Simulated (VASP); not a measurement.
A run of VASP 6.6.1 is set up as follows.

File INCAR:

```
SYSTEM = Pd
GGA      = AM             ! functional
ISMEAR   = 1              ! smearing method
SIGMA    = 0.1            ! smearing width, eV
LWAVE    = .False.        ! write WAVECAR
LCHARG   = .False.        ! write CHGCAR
ISIF     = 2              ! what is computed and relaxed
PREC     = Accurate       ! precision mode
LASPH    = .True.         ! aspherical terms in the spheres
LREAL    = .False.        ! projectors in reciprocal space
ALGO     = Normal         ! electronic algorithm
EDIFF    = 1E-6           ! SCF threshold, eV
NELM     = 120            ! most SCF steps
GGA_COMPAT= .False.      
ENCUT    = 400            ! plane-wave cutoff, eV
```

KPOINTS

```
k-points
0
Gamma
  14 14 7
```

POSCAR

```
Pd
1.0
    2.7836650458      0.0000000000      0.0000000000
   -1.3918325229      2.4107246453      0.0000000000
    0.0000000000      0.0000000000      4.6288930000
Pd
2
Direct
    0.3333333333      0.6666666667      0.2500000000
    0.6666666667      0.3333333333      0.7500000000
```

Potentials or basis: VASP PAW PBE potentials, release 64 (Pd).

Launch:

```console
$ cat potpaw_PBE.64/Pd/POTCAR > POTCAR
$ mpirun -np 1 vasp_std > vasp.out
```

Q: What does it give for the band gap on the k mesh?

A: Zero (bands 10 and 11 overlap by 0.72 eV).

Q: What does it give for the pressure?

A: -11.5 GPa.

Stress tensor (GPa, compression positive):
```
-11.94   0.00   0.00
  0.00 -11.94   0.00
  0.00   0.00 -10.63
```

Caveat: the cell stands under tension; the PAW data sets were made with another functional, which shifts forces and pressure a little.
